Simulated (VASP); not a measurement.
# CaB2 (Cmcm) in VASP: a series of runs

CaB2 is run at these levels: PBE; tasks: single point.

Program: VASP 6.6.1. These are calculated values, not measurements. Logs are shortened: lines on timing, memory, paths and dates and some standing lists are left out, and cuts for length are marked.

### 1 The cell of the first run

Symmetry: Cmcm, No. 63, orthorhombic system. Conventional cell: a = 3.352 Å, b = 13.327 Å, c = 3.321 Å, α = 90.00°, β = 90.00°, γ = 90.00°. Within 3.3 Å of Ca (site symmetry m2m) lie 10 B at 2.46 to 2.69 Å and 2 Ca at 3.26 Å. B (site symmetry m2m) has 2 B at 2.17 Å and 6 Ca at 2.46 to 2.69 Å within 2.9 Å. B (site symmetry m2m) has 4 B at 2.36 Å and 4 Ca at 2.54 to 2.56 Å within 3.1 Å.

### 2 Single point, PBE

INCAR

```
SYSTEM = CaB2
PREC     = Accurate       ! precision mode
ENCUT    = 520            ! plane-wave cutoff, eV
EDIFF    = 1E-6           ! SCF threshold, eV
ISMEAR   = 0              ! smearing method
SIGMA    = 0.1            ! smearing width, eV
LREAL    = .FALSE.        ! projectors in reciprocal space
LASPH    = .TRUE.         ! aspherical terms in the spheres
NELM     = 60             ! most SCF steps
ALGO     = Normal         ! electronic algorithm
ISIF     = 2              ! what is computed and relaxed
LWAVE    = .FALSE.        ! write WAVECAR
LCHARG   = .TRUE.         ! write CHGCAR
GGA      = PE             ! functional
LELF     = .TRUE.         ! ELF
LVHAR    = .TRUE.       
NBANDS   = 25             ! bands
```

KPOINTS

```
Automatic mesh
0
G
  6 6 6
  0 0 0
```

POSCAR

```
CaB2
1.0
    1.6759594567     -6.6635894749      0.0000000000
    1.6759594567      6.6635894749      0.0000000000
    0.0000000000      0.0000000000      3.3211673637
Ca B
2 4
Direct
    0.8946000000      0.1054000000      0.7500000000
    0.1054000000      0.8946000000      0.2500000000
    0.5522000000      0.4478000000      0.7500000000
    0.4478000000      0.5522000000      0.2500000000
    0.2496000000      0.7504000000      0.7500000000
    0.7504000000      0.2496000000      0.2500000000
```

Potentials or basis: VASP PAW PBE potentials, release 64 (Ca_sv, B).

Started as:

```
> cat potpaw_PBE.64/Ca_sv/POTCAR potpaw_PBE.64/B/POTCAR > POTCAR
> mpirun -np 1 vasp_std > vasp.out
```

OUTCAR:

```text
SYSTEM = CaB2
   PREC = Accurate
   ENCUT = 520
   EDIFF = 1E-6
   ISMEAR = 0
   LREAL = .FALSE.
   LASPH = .TRUE.
   NELM = 60
   ISIF = 2
   GGA = PE

 ion  position               nearest neighbor table
   1  0.895  0.105  0.750-   4 2.46   4 2.46   4 2.46   4 2.46   6 2.54   6 2.54   5 2.56   5 2.56

   2  0.105  0.895  0.250-   3 2.46   3 2.46   3 2.46   3 2.46   5 2.54   5 2.54   6 2.56   6 2.56

   3  0.552  0.448  0.750-   4 2.17   4 2.17   2 2.46   2 2.46   2 2.46   2 2.46
   4  0.448  0.552  0.250-   3 2.17   3 2.17   1 2.46   1 2.46   1 2.46   1 2.46
   5  0.250  0.750  0.750-   2 2.54   2 2.54   1 2.56   1 2.56
   6  0.750  0.250  0.250-   1 2.54   1 2.54   2 2.56   2 2.56

  LATTYP: Found a base centered orthorhombic cell.
 ALAT       =     3.3519189134
 B/A-ratio  =     3.9759848893
 C/A-ratio  =     0.9908256881

  Lattice vectors:

 A1 = (   1.6759594567,  -6.6635894749,   0.0000000000)
 A2 = (   1.6759594567,   6.6635894749,   0.0000000000)
 A3 = (   0.0000000000,   0.0000000000,   3.3211673637)

Analysis of symmetry for initial positions (statically):
=====================================================================
 Subroutine PRICEL returns:
 Original cell was already a primitive cell.

 Routine SETGRP: Setting up the symmetry group for a
 base centered orthorhombic supercell.

 Subroutine GETGRP returns: Found  8 space group operations
 (whereof  4 operations were pure point group operations)
 out of a pool of  8 trial point group operations.

The static configuration has the point symmetry C_2h.
 The point group associated with its full space group is D_2h.

Analysis of symmetry for dynamics (positions and initial velocities):
=====================================================================
 Subroutine PRICEL returns:
 Original cell was already a primitive cell.

 Routine SETGRP: Setting up the symmetry group for a
 base centered orthorhombic supercell.

 Subroutine GETGRP returns: Found  8 space group operations
 (whereof  4 operations were pure point group operations)
 out of a pool of  8 trial point group operations.

The dynamic configuration has the point symmetry C_2h.
 The point group associated with its full space group is D_2h.

 Subroutine INISYM returns: Found  8 space group operations
 (whereof  4 operations are pure point group operations),
 and found     1 'primitive' translations

----------------------------------------------------------------------------------------

[... 99 lines left out ...]
   NELM   =     60;   NELMIN=  2; NELMDL= -5     # of ELM steps
   EDIFF  = 0.1E-05   stopping-criterion for ELM
   LREAL  =      F    real-space projection
   EDIFFG = 0.1E-04   stopping-criterion for IOM
   NSW    =      0    number of steps for IOM
   IBRION =     -1    ionic relax: 0-MD 1-quasi-New 2-CG
   NFREE  =      0    steps in history (QN), initial steepest desc. (CG)
   ISIF   =      2    stress and relaxation
   ISYM   =      2    0-nonsym 1-usesym 2-fastsym
   POTIM  = 0.5000    time-step for ionic-motion
   TEBEG  =    0.0;   TEEND  =   0.0 temperature during run
   PSTRESS=    0.0 pullay stress
   NELECT =      32.0000    total number of electrons
   NUPDOWN=      -1.0000    fix difference up-down
   EMIN   =  10.00;   EMAX   =-10.00  energy-range for DOS
   EFERMI =   0.00;   METHOD = LEGACY
   ISMEAR =     0;   SIGMA  =   0.10  broadening in eV -4-tet -1-fermi 0-gaus
   EFERMI_NEDOS =   21; number of points for ismear=-14 and -15
   IALGO  =     38    algorithm
   IMIX   =      4    mixing-type and parameters
     AMIX     =   0.40;   BMIX     =  1.00
     AMIX_MAG =   1.60;   BMIX_MAG =  1.00
  volume/ion in A,a.u.               =      12.36        83.43
  Fermi-wavevector in a.u.,A,eV,Ry     =   1.236974  2.337542 20.818346  1.530105
  Thomas-Fermi vector in A             =   2.371561
   LORBIT       =      0    0 simple, 1 ext, 2 COOP (PROOUT), +10 PAW based schemes
   GGA     = PE    functional components
   LHFCALC =     F    Hartree Fock is set to
   AEXX    =    0.0000 exact exchange contribution
   IVDW    =     0    specifies the selected vdW correction
   LEPSILON=     F    determine dielectric tensor
   LRPA    =     F    only Hartree local field effects (RPA)
 non-spin polarized calculation
 Gauss-broadening in eV      SIGMA  =   0.10
  energy-cutoff  :      520.00
  volume of cell :       74.18
 maximum number of plane-waves:      2022
 NGX is ok and might be reduce to    54
   NGX = 25   NGY = 25   NGZ = 13

 number of electron      31.9999999 magnetization

 Free energy of the ion-electron system (eV)
  ---------------------------------------------------
  ext. energy  EPLUGINS =         0.00000000
  ---------------------------------------------------
  free energy    TOTEN  =       -21.43276107 eV

  energy without entropy =      -21.41380334  energy(sigma->0) =      -21.42328220

 E-fermi :   4.4580     XC(G=0): -10.9363

 val. band max:        4.4537121595   @ k =   0.5000   0.1667   0.0000
 cond. band min:       4.4602715244   @ k =   0.5000   0.5000   0.0000
 fundamental gap:      0.0065593649
 Fermi energy:         4.4579947086

 k-point     1 :       0.0000    0.0000    0.0000
  band No.  band energies     occupation
      1     -34.2019      2.00000
      2     -34.1430      2.00000
      3     -15.7606      2.00000
      4     -15.2547      2.00000
      5     -15.2362      2.00000
      6     -15.2262      2.00000
[... 661 lines left out ...]
     24      10.5140      0.00000
     25      11.1040      0.00000

 [... further k-points ...]
[... 5 lines left out ...]
  --------------------------------------------------------------------------------------
  -------------------------------------------------------------------------------------
  Total        8.3579840      8.5580894      8.0174238      0.0000000      0.0000000      0.0000000
  in kB      180.5176280    184.8395500    173.1621312      0.0000000      0.0000000      0.0000000
  external PRESSURE =     179.5064364 kB  Pullay stress =       0.0000000 kB

 VOLUME and BASIS-vectors are now :
 -----------------------------------------------------------------------------
  energy-cutoff  :      520.00
  volume of cell :       74.18
      direct lattice vectors                 reciprocal lattice vectors
     1.675959457 -6.663589475  0.000000000     0.298336573 -0.075034634  0.000000000
     1.675959457  6.663589475  0.000000000     0.298336573  0.075034634  0.000000000
     0.000000000  0.000000000  3.321167364     0.000000000  0.000000000  0.301098948

 POSITION                                       TOTAL-FORCE (eV/Angst)
 -----------------------------------------------------------------------------------
      1.67596     -5.25890      2.49088         0.000000      0.256557      0.000000
      1.67596      5.25890      0.83029         0.000000     -0.256557      0.000000
      1.67596     -0.69568      2.49088         0.000000      3.893895      0.000000
      1.67596      0.69568      0.83029         0.000000     -3.893895      0.000000
      1.67596      3.33713      2.49088         0.000000      0.016488     -0.000000
      1.67596     -3.33713      0.83029         0.000000     -0.016488     -0.000000
 -----------------------------------------------------------------------------------
    total drift:                               -0.000000     -0.000000     -0.000000

  FREE ENERGIE OF THE ION-ELECTRON SYSTEM (eV)
  ---------------------------------------------------
  free  energy   TOTEN  =       -21.4327610720 eV

  energy  without entropy=      -21.4138033369  energy(sigma->0) =      -21.42328220
```

OSZICAR:

```text
N       E                     dE             d eps       ncg     rms          rms(c)
DAV:   1     0.242319646973E+03    0.24232E+03   -0.15317E+04  2600   0.124E+03
DAV:   2    -0.672304874908E+01   -0.24904E+03   -0.24033E+03  2841   0.342E+02
DAV:   3    -0.221844973898E+02   -0.15461E+02   -0.14984E+02  4729   0.693E+01
DAV:   4    -0.228164749835E+02   -0.63198E+00   -0.63060E+00  3592   0.123E+01
DAV:   5    -0.228370116207E+02   -0.20537E-01   -0.20534E-01  4206   0.176E+00    0.642E+00
DAV:   6    -0.233911757822E+02   -0.55416E+00   -0.18006E+01  3359   0.147E+01    0.655E+00
DAV:   7    -0.214698038194E+02    0.19214E+01   -0.46151E+00  3592   0.915E+00    0.221E+00
DAV:   8    -0.214329566439E+02    0.36847E-01   -0.27131E-01  3239   0.292E+00    0.566E-01
DAV:   9    -0.214329478109E+02    0.88330E-05   -0.25577E-02  4296   0.796E-01    0.170E-01
DAV:  10    -0.214327511848E+02    0.19663E-03   -0.18420E-03  3359   0.260E-01    0.827E-02
DAV:  11    -0.214327550274E+02   -0.38426E-05   -0.29510E-04  3418   0.976E-02    0.231E-02
DAV:  12    -0.214327595349E+02   -0.45075E-05   -0.45239E-05  3788   0.449E-02    0.102E-02
DAV:  13    -0.214327607987E+02   -0.12637E-05   -0.34701E-06  3228   0.141E-02    0.319E-03
DAV:  14    -0.214327610720E+02   -0.27331E-06   -0.72560E-07  2257   0.725E-03
   1 F= -.21432761E+02 E0= -.21423282E+02  d E =-.189577E-01
```

stdout:

```text
POSCAR found type information on POSCAR CaB
 POSCAR found :  2 types and       6 ions
 scaLAPACK will be used
 LDA part: xc-table for (Slater+PW92), standard interpolation
 POSCAR, INCAR and KPOINTS ok, starting setup
 FFT: planning ... GRIDC
 FFT: planning ... GRID_SOFT
 FFT: planning ... GRID
 WAVECAR not read
 entering main loop
```

Wall time 94 s (1 thread of Intel Xeon 6975P-C (Granite Rapids), shared host); peak memory 0.3 GiB.

What came out:

```yaml
Free_energy: -21.4328 eV
Pressure: 18.0 GPa
Largest_force: 3.894 eV/Å
Band_gap_on_the_k_mesh: zero (band 16 reaches 4.97 eV, above the bottom of band 17 at 3.89 eV)
```

Forces on the atoms (eV/Å):
```
Ca   0.000  0.257  0.000
Ca   0.000 -0.257  0.000
B    0.000  3.894  0.000
B    0.000 -3.894  0.000
B    0.000  0.016  0.000
B    0.000 -0.016  0.000
```

Levels at points of the mesh, in eV from the Fermi level:
```tsv
k point	band 13	band 14	band 15	band 16	band 17	band 18	band 19	band 20
(0.00, 0.00, 0.00)	-0.77	-0.54	-0.09	0.09	0.13	0.44	0.92	3.60
(0.50, 0.00, 0.00)	-1.86	-1.62	-0.72	0.29	0.91	1.57	2.12	3.03
(0.50, 0.50, 0.00)	-0.90	-0.68	-0.39	0.00	0.58	0.70	1.74	4.07
(0.00, 0.00, 0.50)	-2.06	-2.06	0.43	0.43	1.36	1.36	2.54	2.54
(0.50, 0.00, 0.50)	-3.64	-3.64	-0.93	-0.93	-0.46	-0.46	0.21	0.21
(0.50, 0.50, 0.50)	-0.71	-0.71	-0.46	-0.46	0.70	0.70	1.94	1.94
```

Caveat: forces of over 1 eV/Å act on the atoms, so gaps and moduli don't describe the material at rest.

### 3 Single point, PBE

This run uses another cell than the first one, of 13.92 Å³/atom, 1.126 times its volume.

INCAR

```
  PREC = Accurate
  ENCUT = 520
  EDIFF = 1E-6
  ISMEAR = 0
  SIGMA = 0.1
  LREAL = F
  LASPH = T
  NELM = 80
  ALGO = Normal
  ISIF = 2
  LWAVE = F
  LCHARG = F
  GGA = PE
  NBANDS = 25
```

KPOINTS

```
Automatic mesh
0
Gamma
  6 6 6
```

POSCAR

```
CaB2
1.0
    1.6116125163     -8.4812674981      0.0000000000
    1.6116125163      8.4812674981      0.0000000000
    0.0000000000      0.0000000000      3.0544364268
Ca B
2 4
Direct
    0.8874278682      0.1125721318      0.7500000000
    0.1125721318      0.8874278682      0.2500000000
    0.5100580352      0.4899419648      0.7500000000
    0.4899419648      0.5100580352      0.2500000000
    0.2503987659      0.7496012341      0.7500000000
    0.7496012341      0.2503987659      0.2500000000
```

Potentials or basis: VASP PAW PBE potentials, release 64 (Ca_sv, B).

Started as:

```
> cat potpaw_PBE.64/Ca_sv/POTCAR potpaw_PBE.64/B/POTCAR > POTCAR
> mpirun -np 1 vasp_std > vasp.out
```

OUTCAR:

```text
PREC = Accurate
   ENCUT = 520
   EDIFF = 1E-6
   ISMEAR = 0
   LREAL = F
   LASPH = T
   NELM = 80
   ISIF = 2
   GGA = PE

 ion  position               nearest neighbor table
   1  0.887  0.113  0.750-   3 2.63   3 2.63
   2  0.113  0.887  0.250-   4 2.63   4 2.63
   3  0.510  0.490  0.750-   4 1.56   4 1.56   1 2.63   1 2.63
   4  0.490  0.510  0.250-   3 1.56   3 1.56   2 2.63   2 2.63
   5  0.250  0.750  0.750-
   6  0.750  0.250  0.250-

  LATTYP: Found a base centered orthorhombic cell.
 ALAT       =     3.2232250326
 B/A-ratio  =     5.2625971890
 C/A-ratio  =     0.9476336265

  Lattice vectors:

 A1 = (   1.6116125163,  -8.4812674981,   0.0000000000)
 A2 = (   1.6116125163,   8.4812674981,   0.0000000000)
 A3 = (   0.0000000000,   0.0000000000,   3.0544364268)

Analysis of symmetry for initial positions (statically):
=====================================================================
 Subroutine PRICEL returns:
 Original cell was already a primitive cell.

 Routine SETGRP: Setting up the symmetry group for a
 base centered orthorhombic supercell.

 Subroutine GETGRP returns: Found  8 space group operations
 (whereof  4 operations were pure point group operations)
 out of a pool of  8 trial point group operations.

The static configuration has the point symmetry C_2h.
 The point group associated with its full space group is D_2h.

Analysis of symmetry for dynamics (positions and initial velocities):
=====================================================================
 Subroutine PRICEL returns:
 Original cell was already a primitive cell.

 Routine SETGRP: Setting up the symmetry group for a
 base centered orthorhombic supercell.

 Subroutine GETGRP returns: Found  8 space group operations
 (whereof  4 operations were pure point group operations)
 out of a pool of  8 trial point group operations.

The dynamic configuration has the point symmetry C_2h.
 The point group associated with its full space group is D_2h.
[... 123 lines left out ...]
   EFERMI_NEDOS =   21; number of points for ismear=-14 and -15
   IALGO  =     38    algorithm
   IMIX   =      4    mixing-type and parameters
     AMIX     =   0.40;   BMIX     =  1.00
     AMIX_MAG =   1.60;   BMIX_MAG =  1.00
  volume/ion in A,a.u.               =      13.92        93.91
  Fermi-wavevector in a.u.,A,eV,Ry     =   1.189134  2.247137 19.239166  1.414039
  Thomas-Fermi vector in A             =   2.325248
   LORBIT       =      0    0 simple, 1 ext, 2 COOP (PROOUT), +10 PAW based schemes
   GGA     = PE    functional components
   LHFCALC =     F    Hartree Fock is set to
   AEXX    =    0.0000 exact exchange contribution
   IVDW    =     0    specifies the selected vdW correction
   LEPSILON=     F    determine dielectric tensor
   LRPA    =     F    only Hartree local field effects (RPA)
 non-spin polarized calculation
 Gauss-broadening in eV      SIGMA  =   0.10
  energy-cutoff  :      520.00
  volume of cell :       83.50
 maximum number of plane-waves:      2270
   NGX = 33   NGY = 33   NGZ = 11

 number of electron      31.9999999 magnetization

 Free energy of the ion-electron system (eV)
  ---------------------------------------------------
  ext. energy  EPLUGINS =         0.00000000
  ---------------------------------------------------
  free energy    TOTEN  =       -27.65603880 eV

  energy without entropy =      -27.65159098  energy(sigma->0) =      -27.65381489

 E-fermi :   4.1693     XC(G=0): -10.2456

 val. band max:        4.0904529440   @ k =   0.3333   0.1667   0.3333
 cond. band min:       4.1719621301   @ k =  -0.3333   0.3333   0.1667
 fundamental gap:      0.0815091861
 Fermi energy:         4.1692580013

 k-point     1 :       0.0000    0.0000    0.0000
  band No.  band energies     occupation
      1     -36.2497      2.00000
      2     -36.2460      2.00000
      3     -17.2923      2.00000
      4     -17.1906      2.00000
      5     -17.1044      2.00000
      6     -17.0977      2.00000
[... 661 lines left out ...]
     24       9.4817      0.00000
     25       9.7065      0.00000

 [... further k-points ...]
[... 5 lines left out ...]
  --------------------------------------------------------------------------------------
  -------------------------------------------------------------------------------------
  Total        0.0662789      0.1377331      0.1193945      0.0000000      0.0000000      0.0000000
  in kB        1.2717554      2.6428124      2.2909339      0.0000000      0.0000000      0.0000000
  external PRESSURE =       2.0685005 kB  Pullay stress =       0.0000000 kB

 VOLUME and BASIS-vectors are now :
 -----------------------------------------------------------------------------
  energy-cutoff  :      520.00
  volume of cell :       83.50
      direct lattice vectors                 reciprocal lattice vectors
     1.611612516 -8.481267498  0.000000000     0.310248273 -0.058953452  0.000000000
     1.611612516  8.481267498  0.000000000     0.310248273  0.058953452  0.000000000
     0.000000000  0.000000000  3.054436427     0.000000000  0.000000000  0.327392638

 POSITION                                       TOTAL-FORCE (eV/Angst)
 -----------------------------------------------------------------------------------
      1.61161     -6.57176      2.29083         0.000000      0.006730     -0.000000
      1.61161      6.57176      0.76361         0.000000     -0.006730      0.000000
      1.61161     -0.17061      2.29083         0.000000     -0.010415     -0.000000
      1.61161      0.17061      0.76361         0.000000      0.010415     -0.000000
      1.61161      4.23387      2.29083         0.000000     -0.002250     -0.000000
      1.61161     -4.23387      0.76361         0.000000      0.002250     -0.000000
 -----------------------------------------------------------------------------------
    total drift:                                0.000000      0.000000      0.000000

  FREE ENERGIE OF THE ION-ELECTRON SYSTEM (eV)
  ---------------------------------------------------
  free  energy   TOTEN  =       -27.6560387959 eV

  energy  without entropy=      -27.6515909764  energy(sigma->0) =      -27.65381489
```

OSZICAR:

```text
N       E                     dE             d eps       ncg     rms          rms(c)
DAV:   1     0.239091988325E+03    0.23909E+03   -0.15214E+04  2600   0.122E+03
DAV:   2    -0.144626424643E+02   -0.25355E+03   -0.24418E+03  2835   0.338E+02
DAV:   3    -0.297736769168E+02   -0.15311E+02   -0.14899E+02  4399   0.697E+01
DAV:   4    -0.306415875869E+02   -0.86791E+00   -0.86193E+00  3952   0.136E+01
DAV:   5    -0.306634577862E+02   -0.21870E-01   -0.21867E-01  3975   0.191E+00    0.860E+00
DAV:   6    -0.281914337994E+02    0.24720E+01   -0.14790E+01  3007   0.124E+01    0.462E+00
DAV:   7    -0.277193751376E+02    0.47206E+00   -0.29790E+00  3490   0.709E+00    0.256E+00
DAV:   8    -0.276567634659E+02    0.62612E-01   -0.42902E-01  3442   0.306E+00    0.850E-01
DAV:   9    -0.276554209304E+02    0.13425E-02   -0.66113E-02  3693   0.143E+00    0.182E-01
DAV:  10    -0.276559761917E+02   -0.55526E-03   -0.23829E-03  3410   0.306E-01    0.957E-02
DAV:  11    -0.276560186566E+02   -0.42465E-04   -0.12764E-03  3826   0.186E-01    0.299E-02
DAV:  12    -0.276560327913E+02   -0.14135E-04   -0.83569E-05  3656   0.526E-02    0.200E-02
DAV:  13    -0.276560392861E+02   -0.64948E-05   -0.40441E-05  3524   0.396E-02    0.415E-03
DAV:  14    -0.276560387959E+02    0.49020E-06   -0.20753E-06  2883   0.868E-03
   1 F= -.27656039E+02 E0= -.27653815E+02  d E =-.444782E-02
```

Run time: 81 s. Hardware: 1 thread of Intel Xeon 6975P-C (Granite Rapids), shared host; peak memory 0.34 GiB.

What came out:

| Property | Result |
| --- | --- |
| Free energy | -27.6560 eV |
| Pressure | 0.2 GPa |
| Largest force | 0.010 eV/Å |
| Band gap on the k mesh | zero (band 16 reaches 5.14 eV, above the bottom of band 17 at 3.03 eV) |

Forces in eV/Å, atoms in the order of the input:
```
Ca   0.000  0.007  0.000
Ca   0.000 -0.007  0.000
B    0.000 -0.010  0.000
B    0.000  0.010  0.000
B    0.000 -0.002  0.000
B    0.000  0.002  0.000
```
